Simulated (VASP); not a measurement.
Runs of VASP 6.6.1 on Ag. The structure is that of space group Fm-3m (No. 225), or close to it. The cells are those of the table. 

```csv
task,cell,k mesh,cutoff (eV),gap on the mesh (eV),pressure (GPa)
single point,"a = 2.865 Å, angles 60.0°, 1 atom",22 × 22 × 22,520,none,-4.6
relaxation of cell and atoms,"relaxed from a = 2.889 Å, angles 60.0°, 1 atom",13 × 13 × 13,600,none,-0.1
single point,"a = 2.901 Å, angles 60.0°, 1 atom",22 × 22 × 22,520,none,(a)
single point,"a = 2.710 Å, angles 60.0°, 1 atom",22 × 22 × 22,520,none,25.9
single point,"a = 2.828 Å, angles 60.0°, 1 atom",22 × 22 × 22,520,none,0.3
single point,"a = 2.750 Å, angles 60.0°, 1 atom",22 × 22 × 22,520,none,15.1
single point,"a = 2.937 Å, angles 60.0°, 1 atom",22 × 22 × 22,520,none,(b)
single point,"a = 2.790 Å, angles 60.0°, 1 atom",22 × 22 × 22,520,none,6.7
```

Alike in all rows: level LDA; potentials or basis VASP PAW LDA potentials, release 64 (Ag); no spin polarisation; smearing fermi-dirac 0.1 eV.

Estimate the missing entries.

(a) -8.3; (b) -11.2.

Caveats: the cell stands under tension (at least some runs); the cell stands under pressure (at least some runs).

A k mesh can miss the band edges, and the runs leave out spin-orbit coupling on Ag.

A gap of «none» marks levels without a gap at the run's occupations.
